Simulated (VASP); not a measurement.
**TaNb2O5: single point with PBE**

The system is TaNb2O5.

```
Ta Nb O
1.0
     4.73162   -2.07390    0.00751
     4.73162    2.07390    0.00751
    -4.30439    0.00000    4.84377
Ta Nb O
1 2 5
Direct
  0.02070 0.02070 0.03940
  0.79768 0.79768 0.38732
  0.18387 0.18387 0.57807
  0.49109 0.49109 0.98887
  0.31556 0.31556 0.39011
  0.72506 0.72506 0.64578
  0.06435 0.06435 0.76830
  0.90302 0.90302 0.20216
```

* Program: VASP 6.6.1
* Task: single point
* Functional: PBE
* Potentials or basis: VASP PAW PBE potentials, release 64 (Ta_pv, Nb_sv, O)
* Cutoff: 520 eV
* k mesh: 8 × 8 × 6
* Occupations: gaussian, width 0.1 eV
* Spin: no spin polarisation

```json
{
 "Pressure": "0.1 GPa",
 "Largest force": "0.097 eV/Å"
}
```

Forces in eV/Å, atoms in the order of the input:
```
Ta   0.012  0.000 -0.005
Nb   0.046  0.000 -0.011
Nb  -0.021  0.000  0.031
O   -0.005  0.000 -0.010
O    0.020  0.000  0.032
O   -0.006  0.000 -0.039
O    0.040  0.000 -0.045
O   -0.085  0.000  0.048
```

Stress tensor (GPa, compression positive):
```
 0.15  0.00 -0.04
 0.00 -0.11  0.00
-0.04  0.00  0.12
```

Levels at points of the mesh, in eV from the Fermi level:
```tsv
k point	band 32	band 33	band 34	band 35	band 36	band 37
(0.00, 0.00, 0.00)	-1.96	-0.83	-0.60	0.63	0.71	1.43
(0.50, 0.00, 0.00)	-0.99	0.12	0.92	1.17	1.43	1.56
(0.50, 0.50, 0.00)	-2.23	-2.04	-1.76	0.34	1.20	1.99
(0.00, 0.00, 0.50)	-2.42	-1.13	-0.56	0.69	0.92	1.14
(0.50, 0.00, 0.50)	-0.98	0.27	0.90	1.07	1.48	1.62
(0.50, 0.50, 0.50)	-2.81	-1.45	-1.14	0.53	1.74	1.82
```

Wall time 5.1 min on 1 thread of Intel(R) Xeon(R) 6975P-C (Granite Rapids) (shared host), peak memory 0.54 GiB.

Caveat: spin-orbit coupling is left out, which moves the levels of the heavy elements; an odd number of electrons without spin polarisation forces a metal; a magnetic or distorted state may lie lower.
